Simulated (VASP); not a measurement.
Wanted: the native input for a VASP 6.6.1 run.

| Property | Result |
| --- | --- |
| Task | single point |
| Functional | PBEsol |
| Potentials or basis | VASP PAW PBE potentials, release 64 (Sn_d, H) |
| Cutoff | 520 eV |
| k mesh | 6 × 3 × 1 |
| Occupations | gaussian, width 0.05 eV |
| Spin | no spin polarisation |
| Dipole correction | yes |
| Further INCAR settings | LREAL = Auto; ALGO = Normal; EDIFF = 1e-07; NBANDS = 115 |

The structure of Sn7H2 lies in POSCAR:

```
Sn7H2
1.0
    4.6255803528      0.0000000000      0.0000000000
    0.0000000000      9.2511607056      0.0000000000
    0.0000000000      0.0000000000     23.6784741770
Sn H
14 4
Direct
    0.0000000000      0.2500000000      0.2118437377
    0.0000000000      0.7500000000      0.2118437377
    0.0000000000      0.5000000000      0.2809102496
    0.0000000000      0.0000000000      0.2809102496
    0.5000000000      0.5000000000      0.3499767614
    0.5000000000      0.0000000000      0.3499767614
    0.5000000000      0.7526135197      0.4199030667
    0.5000000000      0.2483314436      0.4162847974
    0.0000000000      0.7508057803      0.4894900610
    0.0000000000      0.2512693729      0.4832466478
    0.0000000000      0.0027556270      0.5618252072
    0.0000000000      0.4940901370      0.5554340545
    0.5000000000      0.1609926470      0.5928909295
    0.5000000000      0.4579040875      0.6254521492
   -0.3045898427      0.2500000000      0.1694126054
    0.3045898427      0.2500000000      0.1694126054
    0.3027625626      0.7500000000      0.1688415084
   -0.3027625626      0.7500000000      0.1688415084
```

The input as run:

INCAR

```
SYSTEM = Sn7H2
PREC = Accurate
ENCUT = 520
EDIFF = 1E-7
ISMEAR = 0
SIGMA = 0.05
LREAL = Auto
LASPH = .TRUE.
NELM = 60
ALGO = Normal
ISIF = 2
LWAVE = .FALSE.
LCHARG = .FALSE.
LDIPOL = .TRUE.
IDIPOL = 3
DIPOL = 0.5 0.5 0.361
GGA = PS
NBANDS = 115
```

KPOINTS

```
Automatic mesh
0
G
  6 3 1
  0 0 0
```

Potentials or basis: VASP PAW PBE potentials, release 64 (Sn_d, H).

Command:

```sh
$ cat potpaw_PBE.64/Sn_d/POTCAR potpaw_PBE.64/H/POTCAR > POTCAR
$ mpirun -np 1 vasp_std > vasp.out
```

Results of the run:

```json
{"Largest force": "0.359 eV/Å", "Band gap on the k mesh": "0.32 eV (least direct gap 0.41 eV)"}
```

Caveat: the PAW data sets were made with another functional, which shifts forces and pressure a little; spin-orbit coupling is left out, which moves the levels of the heavy elements.

Wall time 65 min on 1 thread of Oxide Virtual Turin-like Processor, with other jobs on the host, peak memory 1.1 GiB.
